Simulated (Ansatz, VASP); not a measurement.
**BaTiO3 in VASP and in Ansatz**

```
Ba Ti O
1.0
     3.99980    0.00000    0.00000
     0.00000    3.99980    0.00000
     0.00000    0.00000    4.01800
Ba Ti O
1 1 3
Direct
  0.99009 0.01538 0.99613
  0.49689 0.50035 0.49338
  0.99631 0.50045 0.51255
  0.51343 0.00046 0.52163
  0.50648 0.49304 0.02463
```

Change from the starting cell: atoms moved at random, drawn with an rms of 0.05 Å.

Alike in both runs: task single point; functional PBEsol; k mesh 7 × 7 × 7; occupations fermi-dirac, width 0.05 eV; no spin polarisation.

```csv
,VASP,Ansatz
version,VASP 6.6.1,Ansatz 0.2.0
potentials or method,"VASP PAW PBE potentials, release 64 (Ba_sv, Ti_sv, O)",Ansatz PAW
plane-wave cutoff (eV),520,420
valence electrons in the cell,40,40
```

|  | VASP | Ansatz | Ansatz less VASP |
| --- | --- | --- | --- |
| gap on the k mesh at the Fermi level (eV) | 1.84 | 1.90 | +0.063 |
| least direct gap on the mesh (eV) | 2.02 | 2.05 | +0.026 |
| pressure (GPa) | -1.5 | -3.3 | -1.85 |
| traceless stress, the component that is largest in VASP (GPa) | 0.85 | 0.80 | -0.053 |
| rms of the force components (eV/Å) | 0.251 | 0.235 | -0.0163 |

VASP's potentials were made for PBE, not for PBEsol. Atom by atom the forces differ by 0.030 eV/Å (rms over components).

Spin-orbit coupling is off throughout. Noted on Ansatz's run: odd divisions of the mesh miss points on the zone boundary, where band edges often lie, so the gap on the mesh can be too wide.
